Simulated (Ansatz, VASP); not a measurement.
**Cl in VASP and in Ansatz**

```
CELL_PARAMETERS angstrom
4.43106 -2.85907 0.00000
4.43106 2.85907 0.00000
0.00000 0.00000 9.62329
ATOMIC_POSITIONS crystal
Cl 0.91468 0.08532 0.09147
Cl 0.58532 0.41468 0.59147
Cl 0.08532 0.91468 0.90853
Cl 0.41468 0.58532 0.40853
```

Alike in both runs: functional revPBE; k mesh 5 × 5 × 2; occupations fermi-dirac, width 0.05 eV; no spin polarisation.

Ansatz relaxed the structure, and its values are those at the end. VASP's run is a single point on that final structure, the one shown.

|  | VASP | Ansatz |
| --- | --- | --- |
| version | VASP 6.6.1 | Ansatz 0.2.0 |
| potentials or method | VASP PAW PBE potentials, release 64 (Cl), cutoff 520 eV | plane waves (420 eV) with PAW, scalar-relativistic |
| valence electrons in the cell | 28 | 28 |

|  | VASP | Ansatz | Ansatz less VASP |
| --- | --- | --- | --- |
| pressure (GPa) | -0.2 | 0.0 | +0.21 |
| rms of the force components (eV/Å) | 0.117 | 0.001 | -0.1153 |

VASP's potentials were made for PBE, not for revPBE. With one functional, cell and mesh, what is left measures potentials, basis and numerics.
